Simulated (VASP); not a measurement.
AgRh: single point with LDA

Crystal: AgRh.

```
Ag Rh
1.0
     2.69628    0.00000    0.00000
    -1.34814    2.33505    0.00000
     0.00000    0.00000    4.63872
Ag Rh
1 1
Direct
  0.00000 0.00000 0.50000
  0.66667 0.33333 0.00000
```

* Program: VASP 6.6.1
* Task: single point
* Functional: LDA
* Potentials or basis: VASP PAW LDA potentials, release 64 (Ag, Rh_pv)
* Cutoff: 520 eV
* k mesh: 12 × 12 × 6
* Occupations: methfessel-paxton, width 0.15 eV
* Spin: no spin polarisation

- Pressure: 0.4 GPa
- Band gap on the k mesh: zero (bands 13 and 14 overlap by 1.48 eV)

Stress tensor (GPa, compression positive):
```
0.45 0.00 0.00
0.00 0.45 0.00
0.00 0.00 0.28
```

Levels at points of the mesh, in eV from the Fermi level:
```
           k point  band 10  band 11  band 12  band 13  band 14  band 15  band 16  band 17
(0.00, 0.00, 0.00)    -3.34    -2.24    -2.24    -0.11     0.09     0.09     6.00    16.63
(0.50, 0.00, 0.00)    -2.25    -1.99    -0.11     1.14     1.90     4.25     8.88     9.11
(0.00, 0.00, 0.50)    -3.49    -2.94    -1.94    -1.94     0.04     0.04    12.30    13.40
(0.50, 0.00, 0.50)    -1.92    -0.77    -0.26     1.15     1.56     2.42     7.06     8.58
```

It took 19 s on 1 thread of AMD EPYC 9R45 96-Core Processor (Zen 5) (shared host), peak memory 0.13 GiB.
